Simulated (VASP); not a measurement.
Runs of VASP 6.6.1 on SrLiH3. It takes space group Pm-3m (No. 221, cubic). The conventional cell has a = 4.631 Å, b = 4.631 Å, c = 4.631 Å, α = 90.00°, β = 90.00°, γ = 90.00°. Within 4.3 Å of Li (site symmetry m-3m) lie 12 H at 3.27 Å and 8 Sr at 4.01 Å. Within 3.1 Å of Sr (site symmetry m-3m) lie 6 H at 2.32 Å. Within 3.1 Å of H (site symmetry 4/mmm) lie 2 Sr at 2.32 Å. 

```tsv
k mesh	gap on the mesh (eV)
5 × 5 × 5	2.14
2 × 2 × 2	1.70
6 × 6 × 6	1.70
3 × 3 × 3	(a)
4 × 4 × 4	1.70
```

Alike in all rows: task single point; level PBEsol; potentials or basis VASP PAW PBE potentials, release 64 (Li_sv, Sr_sv, H); no spin polarisation; cell as given; cutoff (eV) 520; smearing gaussian 0.01 eV.

Estimate the missing entries.

(a) 2.72.

Caveats: some runs use coarse meshes.

A k mesh can miss the band edges, and the runs leave out spin-orbit coupling on Sr.
